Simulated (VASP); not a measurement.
# MoS2 (P6_3/mmc) in VASP: a series of runs

The runs below take MoS2 through single point, relaxation of cell and atoms, with revPBE.

All numbers are computed with VASP 6.6.1; they aren't measurements. Logs are shortened: lines on timing, memory, paths and dates and some standing lists are left out, and cuts for length are marked.

**Experimental background.**

“Multiwavelength excitation Raman Scattering Analysis of bulk and 2 dimensional MoS2: Vibrational properties of atomically thin MoS2 layers”, 2015, arxiv:1506.03228 reports, for a bulk crystal of MoS2 at 300 K: band gap 1.3 eV (indirect).

The runs below are set against these values where they give the same quantity.

## (1) The cell of the first run

The structure is hexagonal, space group P6_3/mmc (No. 194). The conventional cell has a = 3.203 Å, b = 3.203 Å, c = 17.557 Å, α = 90.00°, β = 90.00°, γ = 120.00°. Mo (site symmetry -6m2) has 6 S at 2.42 Å and 6 Mo at 3.20 Å within 3.3 Å. Within 3.3 Å of S (site symmetry 3m) lie 3 Mo at 2.42 Å and 7 S at 3.13 to 3.20 Å.

## (2) Single point, revPBE

Contents of INCAR:

```
SYSTEM = MoS2
PREC = Accurate ; ENCUT = 520
EDIFF = 1E-6 ; ISMEAR = -1
SIGMA = 0.05 ; LREAL = .FALSE.
LASPH = .TRUE. ; NELM = 80
ALGO = Normal ; ISIF = 2
LWAVE = .FALSE. ; LCHARG = .FALSE.
GGA = RE ; NBANDS = 35
```

Contents of KPOINTS:

```
Automatic mesh
0
G
  10 10 3
  0 0 0
```

Contents of POSCAR:

```
MoS2
1.0
    3.2034493408      0.0000000000      0.0000000000
   -1.6017246704      2.7742685089      0.0000000000
    0.0000000000      0.0000000000     17.5572028112
Mo S
2 4
Direct
    0.6666666667      0.3333333333      0.7500000000
    0.3333333333      0.6666666667      0.2500000000
    0.6666666667      0.3333333333      0.3390445233
    0.3333333333      0.6666666667      0.8390445233
    0.6666666667      0.3333333333      0.1609554767
    0.3333333333      0.6666666667      0.6609554767
```

Potentials or basis: VASP PAW PBE potentials, release 64 (Mo_sv, S).

The run is started by

```console
cat potpaw_PBE.64/Mo_sv/POTCAR potpaw_PBE.64/S/POTCAR > POTCAR
mpirun -np 1 vasp_std > vasp.out
```

OUTCAR:

```text
SYSTEM = MoS2
   PREC = Accurate
   ENCUT = 520
   EDIFF = 1E-6
   ISMEAR = -1
   LREAL = .FALSE.
   LASPH = .TRUE.
   NELM = 80
   ISIF = 2
   GGA = RE

 ion  position               nearest neighbor table
   1  0.667  0.333  0.750-   4 2.42   6 2.42   4 2.42   6 2.42   4 2.42   6 2.42
   2  0.333  0.667  0.250-   3 2.42   5 2.42   3 2.42   5 2.42   3 2.42   5 2.42
   3  0.667  0.333  0.339-   2 2.42   2 2.42   2 2.42
   4  0.333  0.667  0.839-   1 2.42   1 2.42   1 2.42
   5  0.667  0.333  0.161-   2 2.42   2 2.42   2 2.42
   6  0.333  0.667  0.661-   1 2.42   1 2.42   1 2.42

  LATTYP: Found a hexagonal cell.
 ALAT       =     3.2034493408
 C/A-ratio  =     5.4807181083

  Lattice vectors:

 A1 = (   3.2034493408,   0.0000000000,   0.0000000000)
 A2 = (  -1.6017246704,   2.7742685089,   0.0000000000)
 A3 = (   0.0000000000,   0.0000000000,  17.5572028112)

Analysis of symmetry for initial positions (statically):
=====================================================================
 Subroutine PRICEL returns:
 Original cell was already a primitive cell.

 Routine SETGRP: Setting up the symmetry group for a
 hexagonal supercell.

 Subroutine GETGRP returns: Found 24 space group operations
 (whereof 12 operations were pure point group operations)
 out of a pool of 24 trial point group operations.

The static configuration has the point symmetry D_3d.
 The point group associated with its full space group is D_6h.

Analysis of symmetry for dynamics (positions and initial velocities):
=====================================================================
 Subroutine PRICEL returns:
 Original cell was already a primitive cell.

 Routine SETGRP: Setting up the symmetry group for a
 hexagonal supercell.

 Subroutine GETGRP returns: Found 24 space group operations
 (whereof 12 operations were pure point group operations)
 out of a pool of 24 trial point group operations.

The dynamic configuration has the point symmetry D_3d.
 The point group associated with its full space group is D_6h.

 Subroutine INISYM returns: Found 24 space group operations
 (whereof 12 operations are pure point group operations),
 and found     1 'primitive' translations

----------------------------------------------------------------------------------------

                                     Primitive cell
[... 99 lines left out ...]
   EDIFF  = 0.1E-05   stopping-criterion for ELM
   LREAL  =      F    real-space projection
   EDIFFG = 0.1E-04   stopping-criterion for IOM
   NSW    =      0    number of steps for IOM
   IBRION =     -1    ionic relax: 0-MD 1-quasi-New 2-CG
   NFREE  =      0    steps in history (QN), initial steepest desc. (CG)
   ISIF   =      2    stress and relaxation
   ISYM   =      2    0-nonsym 1-usesym 2-fastsym
   POTIM  = 0.5000    time-step for ionic-motion
   TEBEG  =    0.0;   TEEND  =   0.0 temperature during run
   PSTRESS=    0.0 pullay stress
   NELECT =      52.0000    total number of electrons
   NUPDOWN=      -1.0000    fix difference up-down
   EMIN   =  10.00;   EMAX   =-10.00  energy-range for DOS
   EFERMI =   0.00;   METHOD = LEGACY
   ISMEAR =    -1;   SIGMA  =   0.05  broadening in eV -4-tet -1-fermi 0-gaus
   EFERMI_NEDOS =   21; number of points for ismear=-14 and -15
   IALGO  =     38    algorithm
   IMIX   =      4    mixing-type and parameters
     AMIX     =   0.40;   BMIX     =  1.00
     AMIX_MAG =   1.60;   BMIX_MAG =  1.00
  volume/ion in A,a.u.               =      26.01       175.50
  Fermi-wavevector in a.u.,A,eV,Ry     =   1.135016  2.144870 17.527865  1.288262
  Thomas-Fermi vector in A             =   2.271721
   LORBIT       =      0    0 simple, 1 ext, 2 COOP (PROOUT), +10 PAW based schemes
   GGA     = RE    functional components
   LHFCALC =     F    Hartree Fock is set to
   AEXX    =    0.0000 exact exchange contribution
   IVDW    =     0    specifies the selected vdW correction
   LEPSILON=     F    determine dielectric tensor
   LRPA    =     F    only Hartree local field effects (RPA)
 non-spin polarized calculation
  energy-cutoff  :      520.00
  volume of cell :      156.03
 maximum number of plane-waves:      4246
 NGX is ok and might be reduce to    24
   NGX = 11   NGY = 11   NGZ = 65

 number of electron      52.0000005 magnetization

 Free energy of the ion-electron system (eV)
  ---------------------------------------------------
  ext. energy  EPLUGINS =         0.00000000
  ---------------------------------------------------
  free energy    TOTEN  =       -41.67892102 eV

  energy without entropy =      -41.67892101  energy(sigma->0) =      -41.67892101

 E-fermi :   3.7831     XC(G=0):  -8.0968

 val. band max:        2.9970615530   @ k =   0.0000   0.0000   0.0000
 cond. band min:       4.6572823341   @ k =   0.3000   0.3000   0.0000
 fundamental gap:      1.6602207811
 Fermi energy:         3.7830673440

 k-point     1 :       0.0000    0.0000    0.0000
  band No.  band energies     occupation
      1     -57.9918      2.00000
      2     -57.9918      2.00000
      3     -32.1127      2.00000
      4     -32.1127      2.00000
      5     -31.9340      2.00000
      6     -31.9340      2.00000
[... 901 lines left out ...]
     34       7.0738      0.00000
     35       9.4455      0.00000

 [... further k-points ...]

------------------------ aborting loop because EDIFF is reached ----------------------------------------

  FORCE on cell =-STRESS in cart. coord.  units (eV):
  Direction    XX          YY          ZZ          XY          YZ          ZX
  --------------------------------------------------------------------------------------
  -------------------------------------------------------------------------------------
  Total       -0.1187492     -0.1187492     -0.1466893      0.0000000      0.0000000      0.0000000
  in kB       -1.2193249     -1.2193249     -1.5062167      0.0000000      0.0000000      0.0000000
  external PRESSURE =      -1.3149555 kB  Pullay stress =       0.0000000 kB

 VOLUME and BASIS-vectors are now :
 -----------------------------------------------------------------------------
  energy-cutoff  :      520.00
  volume of cell :      156.03
      direct lattice vectors                 reciprocal lattice vectors
     3.203449341  0.000000000  0.000000000     0.312163513  0.180227688  0.000000000
    -1.601724670  2.774268509  0.000000000     0.000000000  0.360455377  0.000000000
     0.000000000  0.000000000 17.557202811     0.000000000  0.000000000  0.056956681

 POSITION                                       TOTAL-FORCE (eV/Angst)
 -----------------------------------------------------------------------------------
      1.60172      0.92476     13.16790        -0.000000      0.000000      0.000000
     -0.00000      1.84951      4.38930         0.000000     -0.000000      0.000000
      1.60172      0.92476      5.95267         0.000000     -0.000000     -0.017453
     -0.00000      1.84951     14.73127        -0.000000      0.000000     -0.017453
      1.60172      0.92476      2.82593         0.000000     -0.000000      0.017453
     -0.00000      1.84951     11.60453        -0.000000      0.000000      0.017453
 -----------------------------------------------------------------------------------
    total drift:                                0.000000     -0.000000      0.000000

  FREE ENERGIE OF THE ION-ELECTRON SYSTEM (eV)
  ---------------------------------------------------
  free  energy   TOTEN  =       -41.6789210170 eV

  energy  without entropy=      -41.6789210055  energy(sigma->0) =      -41.67892101
```

OSZICAR:

```text
N       E                     dE             d eps       ncg     rms          rms(c)
DAV:   1     0.426520178594E+03    0.42652E+03   -0.28708E+04  2272   0.134E+03
DAV:   2    -0.203110910879E+02   -0.44683E+03   -0.43252E+03  2479   0.336E+02
DAV:   3    -0.441256243897E+02   -0.23815E+02   -0.23429E+02  2405   0.706E+01
DAV:   4    -0.446931906281E+02   -0.56757E+00   -0.56547E+00  2353   0.111E+01
DAV:   5    -0.447097952641E+02   -0.16605E-01   -0.16602E-01  2371   0.188E+00    0.324E+01
DAV:   6    -0.425243137266E+02    0.21855E+01   -0.13461E+01  2105   0.230E+01    0.129E+01
DAV:   7    -0.420775245292E+02    0.44679E+00   -0.58374E+00  2146   0.150E+01    0.799E+00
DAV:   8    -0.416862788232E+02    0.39125E+00   -0.93780E-01  2169   0.656E+00    0.262E+00
DAV:   9    -0.416894604941E+02   -0.31817E-02   -0.10105E-01  2260   0.151E+00    0.120E+00
DAV:  10    -0.416808163099E+02    0.86442E-02   -0.30211E-02  2242   0.117E+00    0.382E-01
DAV:  11    -0.416801339057E+02    0.68240E-03   -0.20225E-03  2383   0.247E-01    0.189E-01
DAV:  12    -0.416794216893E+02    0.71222E-03   -0.14672E-03  2293   0.198E-01    0.467E-02
DAV:  13    -0.416790934415E+02    0.32825E-03   -0.52177E-04  2416   0.104E-01    0.697E-02
DAV:  14    -0.416789310963E+02    0.16235E-03   -0.14942E-04  2348   0.658E-02    0.937E-03
DAV:  15    -0.416789235509E+02    0.75454E-05   -0.79707E-06  2288   0.120E-02    0.744E-03
DAV:  16    -0.416789210962E+02    0.24548E-05   -0.27480E-06  1963   0.770E-03    0.203E-03
DAV:  17    -0.416789210170E+02    0.79172E-07   -0.19060E-07  1480   0.205E-03
   1 F= -.41678921E+02 E0= -.41678921E+02  d E =-.114779E-07
```

stdout:

```text
POSCAR found type information on POSCAR MoS
 POSCAR found :  2 types and       6 ions
 scaLAPACK will be used
 -----------------------------------------------------------------------------
|                                                                             |
|                                                                             |
|     You enforced a specific xc type in the INCAR file but a different       |
|     I HOPE YOU KNOW WHAT YOU ARE DOING!                                     |
|                                                                             |
 -----------------------------------------------------------------------------

 LDA part: xc-table for (Slater+PW92), standard interpolation
 POSCAR, INCAR and KPOINTS ok, starting setup
 FFT: planning ... GRIDC
 FFT: planning ... GRID_SOFT
 FFT: planning ... GRID
 WAVECAR not read
 entering main loop
```

Run time: 64 s. Hardware: 1 thread of Intel Xeon 6975P-C (Granite Rapids), shared host; peak memory 0.32 GiB.

Results:

```
Free energy            : -41.6789 eV
Pressure               : -0.1 GPa
Largest force          : 0.017 eV/Å
Band gap on the k mesh : 1.66 eV (least direct gap 1.88 eV)
```

Forces on the atoms (eV/Å):
```
Mo   0.000  0.000  0.000
Mo   0.000  0.000  0.000
S    0.000  0.000 -0.017
S    0.000  0.000 -0.017
S    0.000  0.000  0.017
S    0.000  0.000  0.017
```

Levels at points of the mesh, in eV from the valence-band top:
| k point | band 22 | band 23 | band 24 | band 25 | band 26 | band 27 | band 28 | band 29 | band 30 | band 31 |
| --- | --- | --- | --- | --- | --- | --- | --- | --- | --- | --- |
| (0.00, 0.00, 0.00) | -1.60 | -1.60 | -1.60 | -0.09 | 0.00 | 2.62 | 2.62 | 2.62 | 2.62 | 2.86 |
| (0.50, 0.00, 0.00) | -1.94 | -1.10 | -1.10 | -0.70 | -0.70 | 2.09 | 2.09 | 2.60 | 2.61 | 3.75 |

Caveat: the PAW data sets were made with another functional, which shifts forces and pressure a little; an odd mesh through Γ misses points on the zone boundary, where band edges can lie.

## (3) Relaxation of cell and atoms, revPBE

This run uses another cell than the first one, of 17.86 Å³/atom.

Contents of INCAR:

```
SYSTEM = MoS2
  ALGO = Normal
  EDIFF = 1E-6
  EDIFFG = -0.01
  ENCUT = 600
  GGA = RE
  IBRION = 2
  ISIF = 3
  ISMEAR = -1
  LASPH = .TRUE.
  LCHARG = .FALSE.
  LREAL = .FALSE.
  LWAVE = .FALSE.
  NELM = 80
  NSW = 60
  PREC = Accurate
  SIGMA = 0.05
```

Contents of KPOINTS:

```
k-points
0
G
  10 10 3
  0 0 0
```

Contents of POSCAR:

```
MoS2
1.0
    3.1690000000      0.0000000000      0.0000000000
   -1.5845000000      2.7444345046      0.0000000000
    0.0000000000      0.0000000000     12.3240000000
Mo S
2 4
Direct
    0.6666666667      0.3333333333      0.7500000000
    0.3333333333      0.6666666667      0.2500000000
    0.6666666667      0.3333333333      0.3770000000
    0.3333333333      0.6666666667      0.8770000000
    0.6666666667      0.3333333333      0.1230000000
    0.3333333333      0.6666666667      0.6230000000
```

Potentials or basis: VASP PAW PBE potentials, release 64 (Mo_sv, S).

The run is started by

```console
cat potpaw_PBE.64/Mo_sv/POTCAR potpaw_PBE.64/S/POTCAR > POTCAR
mpirun -np 1 vasp_std > vasp.out
```

It took 21 min on 1 thread of Intel Xeon 6975P-C (Granite Rapids), shared host; peak memory 0.32 GiB.

It converged, with:

```
Free energy                           : -41.6535 eV
Relaxed volume                        : 22.96 Å³/atom
Relaxed cell                          : a = 3.202 Å, b = 3.202 Å, c = 15.518 Å, α = 90.00°, β = 90.00°, γ = 120.00°
Space group after relaxing (to 0.1 Å) : P6_3/mmc (No. 194)
Energy gained by relaxing             : 42.5 meV/atom
Ionic steps                           : 39
Pressure after relaxing               : 0.0 GPa
Band gap on the k mesh                : 1.57 eV (least direct gap 1.87 eV)
```

Forces in eV/Å, atoms in the order of the input:
```
Mo   0.000  0.000  0.000
Mo   0.000  0.000  0.000
S    0.000  0.000 -0.003
S    0.000  0.000 -0.003
S    0.000  0.000  0.003
S    0.000  0.000  0.003
```

The path:
```csv
step,energy change (eV),largest force (eV/Å),pressure (GPa),volume (Å³)
1,0.0000,0.0424,3.74,107.18
2,0.0143,0.8987,-4.18,113.79
3,-0.0334,0.4484,-0.11,110.12
4,-0.0612,0.2738,-0.10,111.51
5,-0.0769,0.0272,-0.04,113.43
6,-0.0985,0.0330,-0.02,114.25
7,-0.1494,0.0400,0.21,116.69
8,-0.2055,0.0005,1.12,121.44
9,-0.1784,0.3484,4.34,130.43
10,-0.2090,0.2485,3.14,126.47
11,-0.2251,0.0918,2.14,128.33
12,-0.2370,0.1766,0.48,131.74
13,-0.2416,0.1514,0.37,132.06
14,-0.2499,0.0762,0.05,133.01
15,-0.2509,0.0386,-0.10,133.48
16,-0.2510,0.0191,0.00,133.41
17,-0.2510,0.0068,0.08,133.36
18,-0.2511,0.0072,0.09,133.40
19,-0.2513,0.0087,0.12,133.49
20,-0.2516,0.0112,0.17,133.68
21,-0.2519,0.0149,0.29,134.06
22,-0.2520,0.0171,0.26,134.11
23,-0.2522,0.0244,0.21,134.27
24,-0.2525,0.0391,0.11,134.58
25,-0.2529,0.0680,-0.09,135.21
26,-0.2526,0.1232,-0.47,136.48
27,-0.2529,0.0855,-0.23,135.65
28,-0.2531,0.0831,-0.22,135.79
29,-0.2534,0.0769,-0.23,136.03
30,-0.2539,0.0646,-0.23,136.51
31,-0.2545,0.0385,-0.23,137.47
32,-0.2541,0.0196,-0.23,139.41
33,-0.2546,0.0102,-0.24,138.31
34,-0.2546,0.0194,-0.23,138.01
35,-0.2548,0.0012,-0.07,137.89
36,-0.2549,0.0132,0.01,137.82
37,-0.2549,0.0168,0.03,137.80
38,-0.2549,0.0090,0.02,137.79
39,-0.2549,0.0026,0.04,137.78
```

Final structure:
```
Mo S
1.0
     3.20195    0.00000    0.00000
    -1.60097    2.77297    0.00000
     0.00000    0.00000   15.51790
Mo S
2 4
Cartesian
  1.6010 0.9243 11.6384
  0.0000 1.8486 3.8795
  1.6010 0.9243 5.4419
  0.0000 1.8486 13.2009
  1.6010 0.9243 2.3170
  0.0000 1.8486 10.0760
```

Levels at points of the mesh, in eV from the valence-band top:
| k point | band 23 | band 24 | band 25 | band 26 | band 27 | band 28 | band 29 | band 30 |
| --- | --- | --- | --- | --- | --- | --- | --- | --- |
| (0.00, 0.00, 0.00) | -1.69 | -1.69 | -0.25 | 0.00 | 2.53 | 2.53 | 2.54 | 2.54 |
| (0.50, 0.00, 0.00) | -1.19 | -1.19 | -0.79 | -0.79 | 2.01 | 2.01 | 2.51 | 2.54 |

Caveat: the volume moved by over 15 % at a fixed basis, so the end points are rough; the PAW data sets were made with another functional, which shifts forces and pressure a little; an odd mesh through Γ misses points on the zone boundary, where band edges can lie; this functional lacks dispersion, which binds the layers, so the pressure and a relaxed spacing across them are unreliable.

## (4) Comparison with measurements

Step 2. Against the measured gap of MoS2, 1.3 eV (indirect; 300 K; “Multiwavelength excitation Raman Scattering Analysis of bulk and 2 dimensional MoS2: Vibrational properties of atomically thin MoS2 layers”, 2015, arxiv:1506.03228), the calculated 1.66 eV is off by +0.36 eV. Spin-orbit coupling on Mo is left out. The value is that of revPBE on a finite k mesh, which can miss the band edges, without temperature or zero-point motion.
